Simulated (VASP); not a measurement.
# Ta2N (P-3m1) in VASP: further runs, part 2 of 2

VASP 6.6.1. Earlier steps stand in the parts before.

**3. Single point, PBEsol (12.40 Å³/atom)**

INCAR

```
  ALGO = Normal
  EDIFF = 1E-7
  ENCUT = 520
  GGA = PS
  ISIF = 2
  ISMEAR = 0
  LASPH = T
  LCHARG = T
  LELF = T
  LREAL = F
  LVHAR = T
  LWAVE = F
  NBANDS = 20
  NELM = 100
  PREC = Accurate
  SIGMA = 0.15
```

KPOINTS

```
k-points
0
Gamma
  18 18 10
```

POSCAR

```
Ta2N
1.0
    3.1391082316      0.0000000000      0.0000000000
   -1.5695541158      2.7185474738      0.0000000000
    0.0000000000      0.0000000000      4.3605352445
Ta N
2 1
Direct
    0.6666666667      0.3333333333      0.7463700642
    0.3333333333      0.6666666667      0.2536299358
    0.0000000000      0.0000000000      0.0000000000
```

Potentials or basis: VASP PAW PBE potentials, release 64 (Ta_pv, N).

Started as:

```console
cat potpaw_PBE.64/Ta_pv/POTCAR potpaw_PBE.64/N/POTCAR > POTCAR
mpirun -np 1 vasp_std > vasp.out
```

OUTCAR:

```text
EDIFF = 1E-7
   ENCUT = 520
   GGA = PS
   ISIF = 2
   ISMEAR = 0
   LASPH = T
   LREAL = F
   NELM = 100
   PREC = Accurate

 ion  position               nearest neighbor table
   1  0.667  0.333  0.746-   3 2.12   3 2.12   3 2.12   2 2.81   2 2.81   2 2.81   2 2.86   2 2.86
                             2 2.86
   2  0.333  0.667  0.254-   3 2.12   3 2.12   3 2.12   1 2.81   1 2.81   1 2.81   1 2.86   1 2.86
                             1 2.86
   3  0.000  0.000  0.000-   1 2.12   2 2.12   1 2.12   2 2.12   1 2.12   2 2.12

  LATTYP: Found a hexagonal cell.
 ALAT       =     3.1391082316
 C/A-ratio  =     1.3891000000

  Lattice vectors:

 A1 = (   3.1391082316,   0.0000000000,   0.0000000000)
 A2 = (  -1.5695541158,   2.7185474738,   0.0000000000)
 A3 = (   0.0000000000,   0.0000000000,   4.3605352445)

Analysis of symmetry for initial positions (statically):
=====================================================================
 Subroutine PRICEL returns:
 Original cell was already a primitive cell.

 Routine SETGRP: Setting up the symmetry group for a
 hexagonal supercell.

 Subroutine GETGRP returns: Found 12 space group operations
 (whereof 12 operations were pure point group operations)
 out of a pool of 24 trial point group operations.

The static configuration has the point symmetry D_3d.

Analysis of symmetry for dynamics (positions and initial velocities):
=====================================================================
 Subroutine PRICEL returns:
 Original cell was already a primitive cell.

 Routine SETGRP: Setting up the symmetry group for a
 hexagonal supercell.

 Subroutine GETGRP returns: Found 12 space group operations
 (whereof 12 operations were pure point group operations)
 out of a pool of 24 trial point group operations.

The dynamic configuration has the point symmetry D_3d.
[... 115 lines left out ...]
   EFERMI =   0.00;   METHOD = LEGACY
   ISMEAR =     0;   SIGMA  =   0.15  broadening in eV -4-tet -1-fermi 0-gaus
   EFERMI_NEDOS =   21; number of points for ismear=-14 and -15
   IALGO  =     38    algorithm
   IMIX   =      4    mixing-type and parameters
     AMIX     =   0.40;   BMIX     =  1.00
     AMIX_MAG =   1.60;   BMIX_MAG =  1.00
  volume/ion in A,a.u.               =      12.40        83.71
  Fermi-wavevector in a.u.,A,eV,Ry     =   1.471076  2.779930 29.443882  2.164064
  Thomas-Fermi vector in A             =   2.586256
   LORBIT       =      0    0 simple, 1 ext, 2 COOP (PROOUT), +10 PAW based schemes
   GGA     = PS    functional components
   LHFCALC =     F    Hartree Fock is set to
   AEXX    =    0.0000 exact exchange contribution
   IVDW    =     0    specifies the selected vdW correction
   LEPSILON=     F    determine dielectric tensor
   LRPA    =     F    only Hartree local field effects (RPA)
 non-spin polarized calculation
 Gauss-broadening in eV      SIGMA  =   0.15
  energy-cutoff  :      520.00
  volume of cell :       37.21
 maximum number of plane-waves:      1022
   NGX = 11   NGY = 11   NGZ = 17

 number of electron      26.9999998 magnetization

 Free energy of the ion-electron system (eV)
  ---------------------------------------------------
  ext. energy  EPLUGINS =         0.00000000
  ---------------------------------------------------
  free energy    TOTEN  =       -36.01721588 eV

  energy without entropy =      -36.00709880  energy(sigma->0) =      -36.01215734

 E-fermi :   8.0276     XC(G=0): -13.4660

 val. band max:        8.0188429846   @ k =   0.3333   0.2778   0.5000
 cond. band min:       8.0309269791   @ k =   0.0556   0.0556   0.1000
 fundamental gap:      0.0120839945
 Fermi energy:         8.0275843057

 k-point     1 :       0.0000    0.0000    0.0000
  band No.  band energies     occupation
      1     -27.5252      2.00000
      2     -26.6324      2.00000
      3     -26.6324      2.00000
      4     -26.3359      2.00000
      5     -26.3359      2.00000
      6     -25.9561      2.00000
[... 541 lines left out ...]
     19      12.9964      0.00000
     20      14.0560      0.00000

 [... further k-points ...]

------------------------ aborting loop because EDIFF is reached ----------------------------------------

  FORCE on cell =-STRESS in cart. coord.  units (eV):
  Direction    XX          YY          ZZ          XY          YZ          ZX
  --------------------------------------------------------------------------------------
  -------------------------------------------------------------------------------------
  Total        2.7239111      2.7239111     11.0752996      0.0000000      0.0000000     -0.0000000
  in kB      117.2790679    117.2790679    476.8513917      0.0000000      0.0000000     -0.0000000
  external PRESSURE =     237.1365092 kB  Pullay stress =       0.0000000 kB

 VOLUME and BASIS-vectors are now :
 -----------------------------------------------------------------------------
  energy-cutoff  :      520.00
  volume of cell :       37.21
      direct lattice vectors                 reciprocal lattice vectors
     3.139108232  0.000000000  0.000000000     0.318561810  0.183921747  0.000000000
    -1.569554116  2.718547474  0.000000000     0.000000000  0.367843493  0.000000000
     0.000000000  0.000000000  4.360535245     0.000000000  0.000000000  0.229329645

 POSITION                                       TOTAL-FORCE (eV/Angst)
 -----------------------------------------------------------------------------------
      1.56955      0.90618      3.25457        -0.000000      0.000000      0.526410
     -0.00000      1.81236      1.10596         0.000000     -0.000000     -0.526410
      0.00000      0.00000      0.00000        -0.000000      0.000000      0.000000
 -----------------------------------------------------------------------------------
    total drift:                                0.000000     -0.000000      0.000000

  FREE ENERGIE OF THE ION-ELECTRON SYSTEM (eV)
  ---------------------------------------------------
  free  energy   TOTEN  =       -36.0172158820 eV

  energy  without entropy=      -36.0070988013  energy(sigma->0) =      -36.01215734
```

stdout:

```text
POSCAR found type information on POSCAR TaN
 POSCAR found :  2 types and       3 ions
 scaLAPACK will be used
 -----------------------------------------------------------------------------
|                                                                             |
|                                                                             |
|     You enforced a specific xc type in the INCAR file but a different       |
|     I HOPE YOU KNOW WHAT YOU ARE DOING!                                     |
|                                                                             |
 -----------------------------------------------------------------------------

 LDA part: xc-table for (Slater+PW92), standard interpolation
 POSCAR, INCAR and KPOINTS ok, starting setup
 FFT: planning ... GRIDC
 FFT: planning ... GRID_SOFT
 FFT: planning ... GRID
 WAVECAR not read
 entering main loop
```

It took 1.9 min on 1 thread of AMD EPYC 9R45 (Zen 5), shared host; peak memory 0.29 GiB.

Results:

```
Free energy            : -36.0172 eV
Pressure               : 23.7 GPa
Largest force          : 0.526 eV/Å
Band gap on the k mesh : zero (an odd number of electrons rules out a gap without spin polarisation)
```

Forces on the atoms (eV/Å):
```
Ta   0.000  0.000  0.526
Ta   0.000  0.000 -0.526
N    0.000  0.000  0.000
```

Caveat: the cell stands under pressure; the PAW data sets were made with another functional, which shifts forces and pressure a little; spin-orbit coupling is left out, which moves the levels of the heavy elements.

**4. Single point, PBEsol (13.72 Å³/atom)**

This run uses another cell than the first one, of 13.72 Å³/atom.

INCAR

```
ALGO = Normal ; EDIFF = 1E-6
ENCUT = 520 ; GGA = PS
ISIF = 2 ; ISMEAR = 0
LASPH = True ; LCHARG = False
LREAL = False ; LWAVE = False
NBANDS = 20 ; NELM = 100
PREC = Accurate ; SIGMA = 0.15
```

KPOINTS is that of step 3.

POSCAR

```
Ta2N
1.0
    3.1187547187      0.0000000000      0.0000000000
   -1.5593773593      2.7009208145      0.0000000000
    0.0000000000      0.0000000000      4.8873928175
Ta N
2 1
Direct
    0.6666666667      0.3333333333      0.7463700642
    0.3333333333      0.6666666667      0.2536299358
    0.0000000000      0.0000000000      0.0000000000
```

Potentials or basis: VASP PAW PBE potentials, release 64 (Ta_pv, N).

Started as:

```console
cat potpaw_PBE.64/Ta_pv/POTCAR potpaw_PBE.64/N/POTCAR > POTCAR
mpirun -np 1 vasp_std > vasp.out
```

OUTCAR:

```text
EDIFF = 1E-6
   ENCUT = 520
   GGA = PS
   ISIF = 2
   ISMEAR = 0
   LASPH = True
   LREAL = False
   NELM = 100
   PREC = Accurate

 ion  position               nearest neighbor table
   1  0.667  0.333  0.746-   3 2.19   3 2.19   3 2.19   2 3.01   2 3.01   2 3.01   2 3.06   2 3.06
                             2 3.06
   2  0.333  0.667  0.254-   3 2.19   3 2.19   3 2.19   1 3.01   1 3.01   1 3.01   1 3.06   1 3.06
[... 751 lines left out ...]

  FORCE on cell =-STRESS in cart. coord.  units (eV):
  Direction    XX          YY          ZZ          XY          YZ          ZX
  --------------------------------------------------------------------------------------
  -------------------------------------------------------------------------------------
  Total       -2.6460487     -2.6460487     -2.7055747     -0.0000000      0.0000000      0.0000000
  in kB     -102.9764922   -102.9764921   -105.2930720     -0.0000000      0.0000000      0.0000000
  external PRESSURE =    -103.7486854 kB  Pullay stress =       0.0000000 kB

 VOLUME and BASIS-vectors are now :
 -----------------------------------------------------------------------------
  energy-cutoff  :      520.00
  volume of cell :       41.17
      direct lattice vectors                 reciprocal lattice vectors
     3.118754719  0.000000000  0.000000000     0.320640797  0.185122051  0.000000000
    -1.559377359  2.700920814  0.000000000     0.000000000  0.370244101  0.000000000
     0.000000000  0.000000000  4.887392818     0.000000000  0.000000000  0.204608068

 POSITION                                       TOTAL-FORCE (eV/Angst)
 -----------------------------------------------------------------------------------
      1.55938      0.90031      3.64780        -0.000000      0.000000      0.174492
     -0.00000      1.80061      1.23959         0.000000     -0.000000     -0.174492
      0.00000      0.00000      0.00000        -0.000000      0.000000      0.000000
 -----------------------------------------------------------------------------------
    total drift:                                0.000000     -0.000000      0.000000

  FREE ENERGIE OF THE ION-ELECTRON SYSTEM (eV)
  ---------------------------------------------------
  free  energy   TOTEN  =       -36.4503255145 eV

  energy  without entropy=      -36.4361795731  energy(sigma->0) =      -36.44325254
```

stdout:

```text
POSCAR found type information on POSCAR TaN
 POSCAR found :  2 types and       3 ions
 scaLAPACK will be used
 -----------------------------------------------------------------------------
|                                                                             |
|                                                                             |
|     You enforced a specific xc type in the INCAR file but a different       |
|     I HOPE YOU KNOW WHAT YOU ARE DOING!                                     |
|                                                                             |
 -----------------------------------------------------------------------------

 LDA part: xc-table for (Slater+PW92), standard interpolation
 POSCAR, INCAR and KPOINTS ok, starting setup
 FFT: planning ... GRIDC
 FFT: planning ... GRID_SOFT
 FFT: planning ... GRID
 WAVECAR not read
 entering main loop
```

Run time: 78 s. Hardware: 1 thread of Intel Xeon 6975P-C (Granite Rapids), shared host; peak memory 0.35 GiB.

Results:

```yaml
Free_energy: -36.4503 eV
Pressure: -10.4 GPa
Largest_force: 0.174 eV/Å
Band_gap_on_the_k_mesh: zero (an odd number of electrons rules out a gap without spin polarisation)
```

Forces on the atoms (eV/Å):
```
Ta   0.000  0.000  0.174
Ta   0.000  0.000 -0.174
N    0.000  0.000  0.000
```

Stress tensor (GPa, compression positive):
```
-10.30   0.00   0.00
  0.00 -10.30   0.00
  0.00   0.00 -10.53
```

Levels at points of the mesh, in eV from the Fermi level:
| k point | band 10 | band 11 | band 12 | band 13 | band 14 | band 15 | band 16 | band 17 |
| --- | --- | --- | --- | --- | --- | --- | --- | --- |
| (0.00, 0.00, 0.00) | -6.02 | -4.92 | -0.67 | -0.24 | -0.24 | 0.27 | 0.27 | 0.35 |
| (0.50, 0.00, 0.00) | -6.32 | -4.49 | -2.56 | -1.35 | 1.76 | 1.90 | 3.65 | 3.92 |
| (0.00, 0.00, 0.50) | -6.19 | -2.80 | -2.64 | -1.10 | -1.10 | 1.78 | 1.85 | 2.23 |
| (0.50, 0.00, 0.50) | -6.07 | -3.28 | -2.11 | -2.09 | -0.20 | 0.76 | 3.23 | 3.47 |

Caveat: the cell stands under tension; the PAW data sets were made with another functional, which shifts forces and pressure a little; spin-orbit coupling is left out, which moves the levels of the heavy elements.

**5. Overview**

```csv
cell,gap on the mesh (eV),pressure (GPa),largest force (eV/Å)
"a = 3.077, b = 3.077, c = 4.539 Å, angles 90.0, 90.0, 120.0°, 3 atoms",none,22.7,0.01
"a = 3.139, b = 3.139, c = 4.361 Å, angles 90.0, 90.0, 120.0°, 3 atoms",none,23.7,0.53
"a = 3.119, b = 3.119, c = 4.887 Å, angles 90.0, 90.0, 120.0°, 3 atoms",none,-10.4,0.17
```

Alike in all rows: task single point; level PBEsol; potentials or basis VASP PAW PBE potentials, release 64 (Ta_pv, N); no spin polarisation; k mesh 18 × 18 × 10; cutoff (eV) 520; smearing gaussian 0.15 eV.

Caveats: the PAW data sets were made with another functional, which shifts forces and pressure a little; spin-orbit coupling is left out, which moves the levels of the heavy elements; the cell stands under pressure (at least some runs); the cell stands under tension (at least some runs).

Absolute energies hang on the potentials; compare differences alone.
